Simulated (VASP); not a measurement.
# WC in VASP: notebook

Runs on WC. Level: PBE. Tasks: single point.

Everything below comes from runs of VASP 6.6.1. Logs are shortened: lines on timing, memory, paths and dates and some standing lists are left out, and cuts for length are marked.

### 1 The cell of the first run

The structure is cubic, space group Fm-3m (No. 225). Conventional cell: a = 4.414 Å, b = 4.414 Å, c = 4.414 Å, α = 90.00°, β = 90.00°, γ = 90.00°. Within 2.9 Å of W (site symmetry m-3m) lie 6 C at 2.21 Å. C (site symmetry m-3m) has 6 W at 2.21 Å within 2.9 Å.

### 2 Single point, PBE (volume scaled by 1.02)

Input file INCAR:

```
SYSTEM = WC
ALGO = Normal ; EDIFF = 1E-6
ENCUT = 520 ; GGA = PE
ISIF = 2 ; ISMEAR = -1
LASPH = .TRUE. ; LCHARG = .FALSE.
LREAL = .FALSE. ; LWAVE = .FALSE.
NBANDS = 16 ; NELM = 80
PREC = Accurate ; SIGMA = 0.05
```

Input file KPOINTS:

```
k-points
0
G
  10 10 10
  0 0 0
```

Input file POSCAR:

```
WC
1.0
    0.0000000000      2.2072055093      2.2072055093
    2.2072055093      0.0000000000      2.2072055093
    2.2072055093      2.2072055093      0.0000000000
W C
1 1
Direct
    0.0000000000      0.0000000000      0.0000000000
    0.5000000000      0.5000000000      0.5000000000
```

Potentials or basis: VASP PAW PBE potentials, release 64 (W_sv, C).

On the command line:

```console
$ cat potpaw_PBE.64/W_sv/POTCAR potpaw_PBE.64/C/POTCAR > POTCAR
$ mpirun -np 1 vasp_std > vasp.out
```

OUTCAR:

```text
SYSTEM = WC
   EDIFF = 1E-6
   ENCUT = 520
   GGA = PE
   ISIF = 2
   ISMEAR = -1
   LASPH = .TRUE.
   LREAL = .FALSE.
   NELM = 80
   PREC = Accurate

 ion  position               nearest neighbor table
   1  0.000  0.000  0.000-   2 2.21   2 2.21   2 2.21   2 2.21   2 2.21   2 2.21
   2  0.500  0.500  0.500-   1 2.21   1 2.21   1 2.21   1 2.21   1 2.21   1 2.21

  LATTYP: Found a face centered cubic cell.
 ALAT       =     4.4144110186

  Lattice vectors:

 A1 = (   0.0000000000,   2.2072055093,   2.2072055093)
 A2 = (   2.2072055093,   0.0000000000,   2.2072055093)
 A3 = (   2.2072055093,   2.2072055093,   0.0000000000)

Analysis of symmetry for initial positions (statically):
=====================================================================
 Subroutine PRICEL returns:
 Original cell was already a primitive cell.

 Routine SETGRP: Setting up the symmetry group for a
 face centered cubic supercell.

 Subroutine GETGRP returns: Found 48 space group operations
 (whereof 48 operations were pure point group operations)
 out of a pool of 48 trial point group operations.

The static configuration has the point symmetry O_h .

Analysis of symmetry for dynamics (positions and initial velocities):
=====================================================================
 Subroutine PRICEL returns:
 Original cell was already a primitive cell.

 Routine SETGRP: Setting up the symmetry group for a
 face centered cubic supercell.

 Subroutine GETGRP returns: Found 48 space group operations
 (whereof 48 operations were pure point group operations)
 out of a pool of 48 trial point group operations.

The dynamic configuration has the point symmetry O_h .

 Subroutine INISYM returns: Found 48 space group operations
 (whereof 48 operations are pure point group operations),
 and found     1 'primitive' translations

----------------------------------------------------------------------------------------

                                     Primitive cell

  volume of cell :      21.5059

  direct lattice vectors                    reciprocal lattice vectors
     0.000000000  2.207205509  2.207205509    -0.226530787  0.226530787  0.226530787
     2.207205509  0.000000000  2.207205509     0.226530787 -0.226530787  0.226530787
     2.207205509  2.207205509  0.000000000     0.226530787  0.226530787 -0.226530787

  length of vectors
     3.121459966  3.121459966  3.121459966     0.392362832  0.392362832  0.392362832

  position of ions in fractional coordinates (direct lattice)
     0.000000000  0.000000000  0.000000000
     0.500000000  0.500000000  0.500000000

  ion indices of the primitive-cell ions
   primitive index   ion index
                 1           1
                 2           2

----------------------------------------------------------------------------------------

 KPOINTS: k-points

Automatic generation of k-mesh.
 Grid dimensions read from file:
 generate k-points for:   10   10   10

 Generating k-lattice:

  Cartesian coordinates                     Fractional coordinates (reciprocal lattice)
    -0.022653079  0.022653079  0.022653079     0.100000000  0.000000000  0.000000000
     0.022653079 -0.022653079  0.022653079     0.000000000  0.100000000  0.000000000
     0.022653079  0.022653079 -0.022653079     0.000000000  0.000000000  0.100000000

  Length of vectors
     0.039236283  0.039236283  0.039236283

  Shift w.r.t. Gamma in fractional coordinates (k-lattice)
     0.000000000  0.000000000  0.000000000

 Subroutine IBZKPT returns following result:
 ===========================================

 Found     47 irreducible k-points:

 Following reciprocal coordinates:
            Coordinates               Weight
  0.000000  0.000000  0.000000      1.000000
  0.100000  0.000000  0.000000      8.000000
  0.200000  0.000000  0.000000      8.000000
  0.300000  0.000000  0.000000      8.000000
  0.400000  0.000000  0.000000      8.000000
  0.500000  0.000000  0.000000      4.000000
[... 16 lines left out ...]
  0.300000  0.300000  0.000000      6.000000
  0.400000  0.300000  0.000000     24.000000
 [... further k-points ...]
   k-points           NKPTS =     47   k-points in BZ     NKDIM =     47   number of bands    NBANDS=     16
   number of dos      NEDOS =    301   number of ions     NIONS =      2
   total plane-waves  NPLWV =  13824
   dimension x,y,z NGX =    24 NGY =   24 NGZ =   24
   dimension x,y,z NGXF=    48 NGYF=   48 NGZF=   48
   ions per type =               1   1
   NGX,Y,Z   is equivalent  to a cutoff of  12.78, 12.78, 12.78 a.u.
   NGXF,Y,Z  is equivalent  to a cutoff of  25.56, 25.56, 25.56 a.u.
 SYSTEM =  WC
   PREC   = accura    normal or accurate (medium, high low for compatibility)
   ISTART =      0    job   : 0-new  1-cont  2-samecut
   ICHARG =      2    charge: 1-file 2-atom 10-const
   ISPIN  =      1    spin polarized calculation?
   LNONCOLLINEAR =      F non collinear calculations
   LSORBIT =      F    spin-orbit coupling
[... 106 lines left out ...]
  band No.  band energies     occupation
      1     -63.3170      2.00000
      2     -27.8340      2.00000
      3     -27.3976      2.00000
      4     -27.3976      2.00000
      5      -0.0195      2.00000
      6       3.5148      2.00000
[... 8 lines left out ...]
     15      24.8885      0.00000
     16      24.8885      0.00000

 k-point     6 :       0.5000    0.0000    0.0000
  band No.  band energies     occupation
      1     -63.3138      2.00000
      2     -27.8837      2.00000
      3     -27.4033      2.00000
      4     -27.4033      2.00000
      5       0.9293      2.00000
      6       2.4846      2.00000
[... 8 lines left out ...]
     15      23.7704      0.00000
     16      23.7704      0.00000

 k-point     7 :       0.1000    0.1000    0.0000
  band No.  band energies     occupation
      1     -63.3428      2.00000
      2     -27.3927      2.00000
      3     -27.3612      2.00000
      4     -27.3612      2.00000
      5      -3.1758      2.00000
      6       8.1606      2.00000
[... 8 lines left out ...]
     15      22.6448      0.00000
     16      32.2976      0.00000

 k-point     8 :       0.2000    0.1000    0.0000
  band No.  band energies     occupation
      1     -63.3362      2.00000
      2     -27.4956      2.00000
      3     -27.3820      2.00000
      4     -27.3717      2.00000
      5      -2.5978      2.00000
      6       6.7548      2.00000
[... 8 lines left out ...]
     15      23.8205      0.00000
     16      29.3488      0.00000

 k-point     9 :       0.3000    0.1000    0.0000
  band No.  band energies     occupation
      1     -63.3266      2.00000
      2     -27.6486      2.00000
      3     -27.4029      2.00000
      4     -27.3902      2.00000
      5      -1.6294      2.00000
      6       5.3790      2.00000
[... 8 lines left out ...]
     15      24.4994      0.00000
     16      27.3648      0.00000
[... 172 lines left out ...]
 k-point    19 :       0.5000    0.2000    0.0000
  band No.  band energies     occupation
      1     -63.3099      2.00000
      2     -27.8069      2.00000
      3     -27.5112      2.00000
      4     -27.4495      2.00000
      5      -0.0701      2.00000
      6       3.8908      2.00000
[... 8 lines left out ...]
     15      23.0387      0.00000
     16      25.9939      0.00000

 k-point    20 :      -0.4000    0.2000    0.0000
  band No.  band energies     occupation
      1     -63.3093      2.00000
      2     -27.8096      2.00000
      3     -27.5399      2.00000
      4     -27.4314      2.00000
      5       0.2612      2.00000
      6       3.5195      2.00000
[... 8 lines left out ...]
     15      24.0545      0.00000
     16      24.9164      0.00000

 k-point    21 :      -0.3000    0.2000    0.0000
  band No.  band energies     occupation
      1     -63.3138      2.00000
      2     -27.7534      2.00000
      3     -27.5370      2.00000
      4     -27.4039      2.00000
      5      -0.2072      2.00000
      6       3.9324      2.00000
[... 8 lines left out ...]
     15      24.3518      0.00000
     16      24.9073      0.00000

 k-point    22 :      -0.2000    0.2000    0.0000
  band No.  band energies     occupation
      1     -63.3217      2.00000
      2     -27.6725      2.00000
      3     -27.4893      2.00000
      4     -27.3773      2.00000
      5      -1.1133      2.00000
      6       4.9216      2.00000
[... 8 lines left out ...]
     15      24.6745      0.00000
     16      25.2034      0.00000

 k-point    23 :       0.3000    0.3000    0.0000
  band No.  band energies     occupation
      1     -63.3180      2.00000
      2     -27.6701      2.00000
      3     -27.4694      2.00000
      4     -27.4694      2.00000
      5      -1.4478      2.00000
      6       5.0393      2.00000
[... 8 lines left out ...]
     15      24.4243      0.00000
     16      27.4099      0.00000

 k-point    24 :       0.4000    0.3000    0.0000
  band No.  band energies     occupation
      1     -63.3114      2.00000
      2     -27.7404      2.00000
      3     -27.5064      2.00000
      4     -27.4901      2.00000
      5      -1.1258      2.00000
      6       5.1497      2.00000
[... 8 lines left out ...]
     15      23.6655      0.00000
     16      27.2877      0.00000

 [... further k-points ...]
[... 5 lines left out ...]
  --------------------------------------------------------------------------------------
  -------------------------------------------------------------------------------------
  Total       -1.0043226     -1.0043226     -1.0043226      0.0000000      0.0000000      0.0000000
  in kB      -74.8213415    -74.8213415    -74.8213415      0.0000000      0.0000000      0.0000000
  external PRESSURE =     -74.8213415 kB  Pullay stress =       0.0000000 kB

 VOLUME and BASIS-vectors are now :
 -----------------------------------------------------------------------------
  energy-cutoff  :      520.00
  volume of cell :       21.51
      direct lattice vectors                 reciprocal lattice vectors
     0.000000000  2.207205509  2.207205509    -0.226530787  0.226530787  0.226530787
     2.207205509  0.000000000  2.207205509     0.226530787 -0.226530787  0.226530787
     2.207205509  2.207205509  0.000000000     0.226530787  0.226530787 -0.226530787

 POSITION                                       TOTAL-FORCE (eV/Angst)
 -----------------------------------------------------------------------------------
      0.00000      0.00000      0.00000         0.000000     -0.000000     -0.000000
      2.20721      2.20721      2.20721        -0.000000      0.000000      0.000000
 -----------------------------------------------------------------------------------
    total drift:                                0.000000     -0.000000     -0.000000

  FREE ENERGIE OF THE ION-ELECTRON SYSTEM (eV)
  ---------------------------------------------------
  free  energy   TOTEN  =       -21.5613221980 eV

  energy  without entropy=      -21.5546897226  energy(sigma->0) =      -21.55800596
```

Run time: 21 s. Hardware: 1 thread of AMD EPYC 7R43 (Zen 3), shared host; peak memory 0.11 GiB.

What came out:

| Quantity | Value |
| --- | --- |
| Free energy | -21.5613 eV |
| Pressure | -7.5 GPa |
| Band gap on the k mesh | zero (band 9 reaches 13.11 eV, above the bottom of band 10 at 10.03 eV) |

Levels at points of the mesh, in eV from the Fermi level:
```
           k point  band 7  band 8  band 9  band 10  band 11  band 12
(0.00, 0.00, 0.00)   -2.72   -2.72   -1.08    -1.08    -1.08    -0.99
(0.50, 0.00, 0.00)   -6.48   -6.48    0.96     0.96     2.20     4.85
(0.50, 0.50, 0.00)   -5.59   -2.52   -2.52     0.77     2.14     2.14
```

Caveat: spin-orbit coupling is left out, which moves the levels of the heavy elements.

### 3 Single point, PBE (volume scaled by 1.04)

Input file INCAR:

```
ALGO = Normal ; EDIFF = 1E-6
ENCUT = 520 ; GGA = PE
ISIF = 2 ; ISMEAR = -1
LASPH = T ; LCHARG = T
LELF = T ; LREAL = F
LVHAR = T ; LWAVE = F
NBANDS = 16 ; NELM = 80
PREC = Accurate ; SIGMA = 0.05
```

Input file KPOINTS:

```
k-points
0
Gamma
  10 10 10
```

Input file POSCAR:

```
WC
1.0
    0.0000000000      2.2215384142      2.2215384142
    2.2215384142      0.0000000000      2.2215384142
    2.2215384142      2.2215384142      0.0000000000
W C
1 1
Direct
    0.0000000000      0.0000000000      0.0000000000
    0.5000000000      0.5000000000      0.5000000000
```

Potentials or basis: VASP PAW PBE potentials, release 64 (W_sv, C).

On the command line:

```console
$ cat potpaw_PBE.64/W_sv/POTCAR potpaw_PBE.64/C/POTCAR > POTCAR
$ mpirun -np 1 vasp_std > vasp.out
```

Run time: 23 s. Hardware: 1 thread of AMD EPYC 7R43 (Zen 3), shared host; peak memory 0.11 GiB.

The run converged. Its results:

- Free energy: -21.5336 eV
- Pressure: -13.7 GPa
- Band gap on the k mesh: zero (band 9 reaches 12.78 eV, above the bottom of band 10 at 9.79 eV)

Levels at points of the mesh, in eV from the Fermi level:
```csv
k point,band 7,band 8,band 9,band 10,band 11,band 12
"(0.00, 0.00, 0.00)",-2.64,-2.64,-1.04,-1.04,-1.04,-0.96
"(0.50, 0.00, 0.00)",-6.34,-6.34,0.92,0.92,2.13,4.82
"(0.50, 0.50, 0.00)",-5.50,-2.48,-2.48,0.74,2.07,2.07
```

Caveat: spin-orbit coupling is left out, which moves the levels of the heavy elements.

### 4 Single point, PBE (volume scaled by 1.06)

Input file INCAR:

```
PREC = Accurate ; ENCUT = 520
EDIFF = 1E-7 ; ISMEAR = -1
SIGMA = 0.05 ; LREAL = F
LASPH = T ; NELM = 80
ALGO = Normal ; ISIF = 2
LWAVE = F ; LCHARG = F
GGA = PE ; NBANDS = 16
```

Input file KPOINTS:

```
regular mesh
0
Gamma
  10 10 10
```

Input file POSCAR:

```
WC
1.0
    0.0000000000      2.2356887219      2.2356887219
    2.2356887219      0.0000000000      2.2356887219
    2.2356887219      2.2356887219      0.0000000000
W C
1 1
Direct
    0.0000000000      0.0000000000      0.0000000000
    0.5000000000      0.5000000000      0.5000000000
```

On the command line:

```console
$ cat potpaw_PBE.64/W_sv/POTCAR potpaw_PBE.64/C/POTCAR > POTCAR
$ mpirun -np 1 vasp_std > vasp.out
```

It took 23 s on 1 thread of AMD EPYC 7R43 (Zen 3), shared host; peak memory 0.12 GiB.

The run converged. Its results:

```
Free energy            : -21.4904 eV
Pressure               : -19.2 GPa
Band gap on the k mesh : zero (band 9 reaches 12.46 eV, above the bottom of band 10 at 9.56 eV)
```

Levels at points of the mesh, in eV from the Fermi level:
| k point | band 5 | band 6 | band 7 | band 8 | band 9 | band 10 | band 11 | band 12 | band 13 | band 14 |
| --- | --- | --- | --- | --- | --- | --- | --- | --- | --- | --- |
| (0.00, 0.00, 0.00) | -15.33 | -2.57 | -2.57 | -2.57 | -0.99 | -0.99 | -0.99 | -0.94 | -0.94 | 5.81 |
| (0.50, 0.00, 0.00) | -11.12 | -9.33 | -6.20 | -6.20 | 0.89 | 0.89 | 2.06 | 4.80 | 8.12 | 8.12 |
| (0.50, 0.50, 0.00) | -13.15 | -5.47 | -5.36 | -2.43 | -2.43 | 0.71 | 2.00 | 2.00 | 4.85 | 6.50 |

Caveat: spin-orbit coupling is left out, which moves the levels of the heavy elements.

### 5 Single point, PBE (atoms moved at random)

INCAR: that of step 4 with these lines changed.

```diff
@@ -1,3 +1,3 @@
 PREC = Accurate ; ENCUT = 520
-EDIFF = 1E-7 ; ISMEAR = -1
+EDIFF = 1E-6 ; ISMEAR = -1
 SIGMA = 0.05 ; LREAL = F
```

KPOINTS is that of step 4.

Input file POSCAR:

```
WC
1.0
    0.0000000000      2.1926840000      2.1926840000
    2.1926840000      0.0000000000      2.1926840000
    2.1926840000      2.1926840000      0.0000000000
W C
1 1
Direct
   -0.0174180000     -0.0048180000      0.0027980000
    0.5174460000      0.5059440000      0.4867750000
```

On the command line:

```console
$ cat potpaw_PBE.64/W_sv/POTCAR potpaw_PBE.64/C/POTCAR > POTCAR
$ mpirun -np 1 vasp_std > vasp.out
```

Run time: 3.4 min. Hardware: 1 thread of AMD EPYC 7R43 (Zen 3), shared host; peak memory 0.24 GiB.

It converged, with:

```
Free energy            : -21.5321 eV
Pressure               : 1.4 GPa
Largest force          : 0.733 eV/Å
Band gap on the k mesh : zero (band 9 reaches 13.43 eV, above the bottom of band 10 at 10.37 eV)
```

Forces in eV/Å, atoms in the order of the input:
```
W   -0.078  0.286  0.670
C    0.078 -0.286 -0.670
```

Stress tensor (GPa, compression positive):
```
-0.66 -0.02  0.00
-0.02  0.17 -0.02
 0.00 -0.02  4.57
```

Levels at points of the mesh, in eV from the Fermi level:
| k point | band 6 | band 7 | band 8 | band 9 | band 10 | band 11 | band 12 | band 13 |
| --- | --- | --- | --- | --- | --- | --- | --- | --- |
| (0.00, 0.00, 0.00) | -3.08 | -3.04 | -2.76 | -2.05 | -1.23 | -0.74 | -0.49 | 0.09 |
| (0.50, 0.00, 0.00) | -9.74 | -6.61 | -6.60 | 1.01 | 1.05 | 2.32 | 4.84 | 8.60 |
| (0.00, 0.50, 0.00) | -9.80 | -6.58 | -6.53 | 0.99 | 1.03 | 2.29 | 4.68 | 8.43 |
| (0.00, 0.00, 0.50) | -9.79 | -6.58 | -6.53 | 0.99 | 1.03 | 2.29 | 4.70 | 8.46 |
| (0.50, 0.50, 0.50) | -9.76 | -6.61 | -6.57 | 1.00 | 1.05 | 2.31 | 4.79 | 8.56 |
| (0.50, 0.50, 0.00) | -5.81 | -5.59 | -2.55 | -2.49 | 0.88 | 2.25 | 2.25 | 5.15 |
| (0.00, 0.50, 0.50) | -5.96 | -5.62 | -2.65 | -2.29 | 1.00 | 2.25 | 2.25 | 5.45 |
| (0.50, 0.00, 0.50) | -5.94 | -5.62 | -2.63 | -2.33 | 0.98 | 2.25 | 2.25 | 5.40 |

Caveat: the cell differs from its parent crystal (atoms moved at random); spin-orbit coupling is left out, which moves the levels of the heavy elements.

### 6 The runs side by side

| cell | gap on the mesh (eV) | pressure (GPa) |
| --- | --- | --- |
| a = 3.121 Å, angles 60.0°, 2 atoms | none | -7.5 |
| a = 3.142 Å, angles 60.0°, 2 atoms | none | -13.7 |
| a = 3.162 Å, angles 60.0°, 2 atoms | none | -19.2 |
| a = 3.101 Å, angles 60.0°, 2 atoms | none | 1.4 |

Alike in all rows: task single point; level PBE; potentials or basis VASP PAW PBE potentials, release 64 (W_sv, C); no spin polarisation; k mesh 10 × 10 × 10; cutoff (eV) 520; smearing fermi-dirac 0.05 eV.

Caveats: spin-orbit coupling is left out, which moves the levels of the heavy elements.

Total energies depend on the potentials used, so only differences within one code and one set of settings carry meaning.
